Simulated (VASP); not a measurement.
# AlN (I4/mmm) in VASP: single point with HSE06

Aim: the single point of AlN with HSE06.

All numbers are computed with VASP 6.6.1; they aren't measurements. Logs are shortened: lines on timing, memory, paths and dates and some standing lists are left out, and cuts for length are marked.

**1. The cell of the first run**

It takes space group I4/mmm (No. 139, tetragonal). Conventional cell: a = 2.855 Å, b = 2.855 Å, c = 4.159 Å, α = 90.00°, β = 90.00°, γ = 90.00°. Within 2.7 Å of Al (site symmetry 4/mmm) lie 6 N at 2.02 to 2.08 Å. Within 2.7 Å of N (site symmetry 4/mmm) lie 6 Al at 2.02 to 2.08 Å.

**2. Single point, HSE06 (uniaxial z strain +3.0%)**

The input, POSCAR:

```
AlN
1.0
    0.0000000000      2.0188684454      2.0794344988
    2.0188684454      0.0000000000      2.0794344988
    2.0188684454      2.0188684454      0.0000000000
Al N
1 1
Direct
    0.0000000000      0.0000000000      0.0000000000
    0.5000000000      0.5000000000      0.5000000000
```

The input, INCAR.step1:

```
  PREC = Accurate
  ENCUT = 520
  EDIFF = 1E-5
  ISMEAR = 0
  SIGMA = 0.01
  LREAL = False
  LASPH = True
  NELM = 100
  ALGO = Normal
  ISIF = 2
  LWAVE = True
  GGA = PE
  NBANDS = 11
```

The input, INCAR.step2:

```
  PREC = Accurate
  ENCUT = 520
  EDIFF = 1E-7
  ISMEAR = 0
  SIGMA = 0.01
  LREAL = False
  LASPH = True
  NELM = 100
  ALGO = Normal
  ISIF = 2
  LWAVE = False
  LCHARG = True
  GGA = PE
  LHFCALC = True
  HFSCREEN = 0.2079
  PRECFOCK = Normal
  LELF = True
  LVHAR = True
  ISTART = 1
  NBANDS = 11
```

The input, KPOINTS:

```
regular mesh
0
Gamma
  8 8 8
```

Potentials or basis: VASP PAW PBE potentials, release 64 (Al, N).

The run is started by

```console
> cat potpaw_PBE.64/Al/POTCAR potpaw_PBE.64/N/POTCAR > POTCAR
> cp INCAR.step1 INCAR
> mpirun -np 1 vasp_std > vasp.out
> cp INCAR.step2 INCAR
> mpirun -np 1 vasp_std > vasp.out
```

OUTCAR:

```text
PREC = Accurate
   ENCUT = 520
   EDIFF = 1E-7
   ISMEAR = 0
   LREAL = False
   LASPH = True
   NELM = 100
   ISIF = 2
   GGA = PE
   LHFCALC = True
   HFSCREEN = 0.2079
   PRECFOCK = Normal
   ISTART = 1

 ion  position               nearest neighbor table
   1  0.000  0.000  0.000-   2 2.02   2 2.02   2 2.02   2 2.02   2 2.08   2 2.08
   2  0.500  0.500  0.500-   1 2.02   1 2.02   1 2.02   1 2.02   1 2.08   1 2.08

  LATTYP: Found a body centered tetragonal cell.
 ALAT       =     2.8551111361
 C/A-ratio  =     1.4566399693

  Lattice vectors:

 A1 = (  -2.0188684454,   0.0000000000,   2.0794344988)
 A2 = (   2.0188684454,   0.0000000000,   2.0794344988)
 A3 = (   0.0000000000,   2.0188684454,  -2.0794344988)

Analysis of symmetry for initial positions (statically):
=====================================================================
 Subroutine PRICEL returns:
 Original cell was already a primitive cell.

 Routine SETGRP: Setting up the symmetry group for a
 body centered tetragonal supercell.

 Subroutine GETGRP returns: Found 16 space group operations
 (whereof 16 operations were pure point group operations)
 out of a pool of 16 trial point group operations.

The static configuration has the point symmetry D_4h.

Analysis of symmetry for dynamics (positions and initial velocities):
=====================================================================
 Subroutine PRICEL returns:
 Original cell was already a primitive cell.

 Routine SETGRP: Setting up the symmetry group for a
 body centered tetragonal supercell.

 Subroutine GETGRP returns: Found 16 space group operations
 (whereof 16 operations were pure point group operations)
 out of a pool of 16 trial point group operations.

The dynamic configuration has the point symmetry D_4h.

 Subroutine INISYM returns: Found 16 space group operations
 (whereof 16 operations are pure point group operations),
 and found     1 'primitive' translations

----------------------------------------------------------------------------------------

                                     Primitive cell

  volume of cell :      16.9508

  direct lattice vectors                    reciprocal lattice vectors
     0.000000000  2.018868445  2.079434499    -0.247663488  0.247663488  0.240449988
     2.018868445  0.000000000  2.079434499     0.247663488 -0.247663488  0.240449988
     2.018868445  2.018868445  0.000000000     0.247663488  0.247663488 -0.240449988

  length of vectors
     2.898254239  2.898254239  2.855111136     0.424841856  0.424841856  0.424841856

  position of ions in fractional coordinates (direct lattice)
     0.000000000  0.000000000  0.000000000
     0.500000000  0.500000000  0.500000000

  ion indices of the primitive-cell ions
   primitive index   ion index
                 1           1
                 2           2

----------------------------------------------------------------------------------------

 KPOINTS: regular mesh

Automatic generation of k-mesh.
 Grid dimensions read from file:
 generate k-points for:    8    8    8

 Generating k-lattice:

  Cartesian coordinates                     Fractional coordinates (reciprocal lattice)
    -0.030957936  0.030957936  0.030056248     0.125000000  0.000000000  0.000000000
     0.030957936 -0.030957936  0.030056248     0.000000000  0.125000000  0.000000000
     0.030957936  0.030957936 -0.030056248     0.000000000  0.000000000  0.125000000

  Length of vectors
     0.053105232  0.053105232  0.053105232

  Shift w.r.t. Gamma in fractional coordinates (k-lattice)
     0.000000000  0.000000000  0.000000000

 Subroutine IBZKPT returns following result:
 ===========================================

 Found     59 irreducible k-points:

 Following reciprocal coordinates:
            Coordinates               Weight
  0.000000  0.000000  0.000000      1.000000
  0.125000  0.000000  0.000000      8.000000
  0.250000  0.000000  0.000000      8.000000
  0.375000  0.000000  0.000000      8.000000
  0.500000  0.000000  0.000000      4.000000
  0.125000  0.125000  0.000000      2.000000
[... 16 lines left out ...]
  0.250000  0.000000  0.125000     16.000000
  0.375000  0.000000  0.125000     16.000000
 [... further k-points ...]
   k-points           NKPTS =     59   k-points in BZ     NKDIM =    512   number of bands    NBANDS=     11
   number of dos      NEDOS =    301   number of ions     NIONS =      2
   total plane-waves  NPLWV =  13824
   dimension x,y,z NGX =    24 NGY =   24 NGZ =   24
   dimension x,y,z NGXF=    48 NGYF=   48 NGZF=   48
   ions per type =               1   1
   NGX,Y,Z   is equivalent  to a cutoff of  13.77, 13.77, 13.97 a.u.
   NGXF,Y,Z  is equivalent  to a cutoff of  27.53, 27.53, 27.95 a.u.
 SYSTEM =  unknown system
   PREC   = accura    normal or accurate (medium, high low for compatibility)
   ISTART =      1    job   : 0-new  1-cont  2-samecut
   ICHARG =      0    charge: 1-file 2-atom 10-const
   ISPIN  =      1    spin polarized calculation?
   LNONCOLLINEAR =      F non collinear calculations
   LSORBIT =      F    spin-orbit coupling
   LASPH  =      T    aspherical Exc in radial PAW
   ENCUT  =  520.0 eV  38.22 Ry    6.18 a.u.   5.39  5.39  5.31*2*pi/ulx,y,z
   NELM   =    100;   NELMIN=  2; NELMDL=  0     # of ELM steps
   EDIFF  = 0.1E-06   stopping-criterion for ELM
   LREAL  =      F    real-space projection
   EDIFFG = 0.1E-05   stopping-criterion for IOM
   NSW    =      0    number of steps for IOM
   IBRION =     -1    ionic relax: 0-MD 1-quasi-New 2-CG
   NFREE  =      0    steps in history (QN), initial steepest desc. (CG)
   ISIF   =      2    stress and relaxation
   ISYM   =      3    0-nonsym 1-usesym 2-fastsym
   POTIM  = 0.5000    time-step for ionic-motion
   TEBEG  =    0.0;   TEEND  =   0.0 temperature during run
   PSTRESS=    0.0 pullay stress
   NELECT =       8.0000    total number of electrons
   NUPDOWN=      -1.0000    fix difference up-down
   EMIN   =  10.00;   EMAX   =-10.00  energy-range for DOS
   EFERMI =   0.00;   METHOD = LEGACY
   ISMEAR =     0;   SIGMA  =   0.01  broadening in eV -4-tet -1-fermi 0-gaus
   EFERMI_NEDOS =   21; number of points for ismear=-14 and -15
   IALGO  =     38    algorithm
   IMIX   =      1    mixing-type and parameters
     AMIX     =   0.40;   BMIX     =  1.00
     AMIX_MAG =   1.60;   BMIX_MAG =  1.00
  volume/ion in A,a.u.               =       8.48        57.19
  Fermi-wavevector in a.u.,A,eV,Ry     =   1.274601  2.408647 22.104145  1.624609
  Thomas-Fermi vector in A             =   2.407360
   LORBIT       =      0    0 simple, 1 ext, 2 COOP (PROOUT), +10 PAW based schemes
   GGA     = PE    functional components
   LHFCALC =     T    Hartree Fock is set to
   PRECFOCK=normal    Normal, Fast or Accurate (Low or Medium for compatibility)
   ENCUT4O =  -1.0   cutoff for four orbital integrals eV
   NKREDX  =     1    reduce k-point grid by
   NKREDY  =     1    reduce k-point grid by
   NKREDZ  =     1    reduce k-point grid by
   AEXX    =    0.2500 exact exchange contribution
   HFSCREEN=    0.2079 screening length (either q_TF or 0.3 A-1)
   HFSCREENC=   0.2079 screening length for correlation (either q_TF or 0.3 A-1)
   ENCUTFOCK=  -1.0 apply spherical cutoff to Coloumb kernel
   IVDW    =     0    specifies the selected vdW correction
   LEPSILON=     F    determine dielectric tensor
   LRPA    =     F    only Hartree local field effects (RPA)
 non-spin polarized calculation
 Gauss-broadening in eV      SIGMA  =   0.01
  energy-cutoff  :      520.00
  volume of cell :       16.95
 maximum number of plane-waves:       475
 NGX is ok and might be reduce to    24
  NGX = 18; NGY = 18; NGZ = 16

 number of electron       8.0000000 magnetization

 Free energy of the ion-electron system (eV)
  ---------------------------------------------------
  ext. energy  EPLUGINS =         0.00000000
  ---------------------------------------------------
  free energy    TOTEN  =       -17.11075809 eV

  energy without entropy =      -17.11075809  energy(sigma->0) =      -17.11075809

 E-fermi :   9.0781     XC(G=0):  -9.9640

 val. band max:        8.9475445060   @ k =   0.0000   0.0000   0.0000
 cond. band min:      14.4058044656   @ k =   0.5000   0.0000   0.5000
 fundamental gap:      5.4582599596
 Fermi energy:         9.0780525635

 k-point     1 :       0.0000    0.0000    0.0000
  band No.  band energies     occupation
      1     -10.1987      2.00000
      2       8.7019      2.00000
      3       8.7019      2.00000
      4       8.9475      2.00000
      5      15.5712      0.00000
      6      22.2349      0.00000
      7      22.6356      0.00000
      8      22.6356      0.00000
      9      27.6167      0.00000
     10      27.8085      0.00000
     11      28.4189      0.00000

 k-point     2 :       0.1250    0.0000    0.0000
  band No.  band energies     occupation
      1      -9.8642      2.00000
      2       7.1813      2.00000
      3       8.5368      2.00000
      4       8.6590      2.00000
      5      16.4996      0.00000
      6      21.2953      0.00000
      7      22.7528      0.00000
      8      23.0880      0.00000
      9      25.8750      0.00000
     10      26.6203      0.00000
     11      28.5574      0.00000

 k-point     3 :       0.2500    0.0000    0.0000
  band No.  band energies     occupation
      1      -8.9157      2.00000
      2       4.1413      2.00000
      3       8.1738      2.00000
      4       8.1839      2.00000
      5      16.9027      0.00000
      6      21.4852      0.00000
      7      22.2651      0.00000
      8      22.9153      0.00000
      9      26.5359      0.00000
     10      26.7149      0.00000
     11      27.5928      0.00000
[... 267 lines left out ...]
 k-point    23 :       0.2500    0.0000    0.1250
  band No.  band energies     occupation
      1      -8.9939      2.00000
      2       5.0360      2.00000
      3       7.6284      2.00000
      4       7.8470      2.00000
      5      17.7518      0.00000
      6      19.6804      0.00000
      7      21.9495      0.00000
      8      23.6813      0.00000
      9      24.9741      0.00000
     10      28.4556      0.00000
     11      29.8975      0.00000

 k-point    24 :       0.3750    0.0000    0.1250
  band No.  band energies     occupation
      1      -7.7843      2.00000
      2       2.2752      2.00000
      3       7.1503      2.00000
      4       7.3265      2.00000
      5      17.3128      0.00000
      6      20.5461      0.00000
      7      21.5440      0.00000
      8      22.7541      0.00000
      9      26.8782      0.00000
     10      29.4951      0.00000
     11      30.4906      0.00000

 [... further k-points ...]

------------------------ aborting loop because EDIFF is reached ----------------------------------------

  FORCE on cell =-STRESS in cart. coord.  units (eV):
  Direction    XX          YY          ZZ          XY          YZ          ZX
  --------------------------------------------------------------------------------------
  -------------------------------------------------------------------------------------
  Total       -0.6894431     -0.6894431     -1.3839670      0.0000000      0.0000000     -0.0000000
  in kB      -65.1655026    -65.1655026   -130.8112312      0.0000000      0.0000000     -0.0000000
  external PRESSURE =     -87.0474121 kB  Pullay stress =       0.0000000 kB

 VOLUME and BASIS-vectors are now :
 -----------------------------------------------------------------------------
  energy-cutoff  :      520.00
  volume of cell :       16.95
      direct lattice vectors                 reciprocal lattice vectors
     0.000000000  2.018868445  2.079434499    -0.247663488  0.247663488  0.240449988
     2.018868445  0.000000000  2.079434499     0.247663488 -0.247663488  0.240449988
     2.018868445  2.018868445  0.000000000     0.247663488  0.247663488 -0.240449988

 POSITION                                       TOTAL-FORCE (eV/Angst)
 -----------------------------------------------------------------------------------
      0.00000      0.00000      0.00000         0.000000      0.000000      0.000000
      2.01887      2.01887      2.07943         0.000000      0.000000      0.000000
 -----------------------------------------------------------------------------------
    total drift:                                0.000000     -0.000000      0.000000

  FREE ENERGIE OF THE ION-ELECTRON SYSTEM (eV)
  ---------------------------------------------------
  free  energy   TOTEN  =       -17.1107580860 eV

  energy  without entropy=      -17.1107580860  energy(sigma->0) =      -17.11075809
```

It took 82 min on 1 thread of AMD EPYC 7R43 (Zen 3), shared host; peak memory 0.22 GiB.

What came out:

- Free energy: -17.1108 eV
- Pressure: -8.7 GPa
- Band gap on the k mesh: 5.46 eV (least direct gap 6.62 eV)

Stress tensor (GPa, compression positive):
```
 -6.52   0.00   0.00
  0.00  -6.52   0.00
  0.00   0.00 -13.08
```

Caveat: the cell differs from its parent crystal (uniaxial z strain +3.0%); the stress differs along the axes, from -13 to -7 GPa; the structure was generated, so it needn't be the stable form of AlN; the PAW data sets were made with another functional, which shifts forces and pressure a little. A k mesh can miss the band edges.
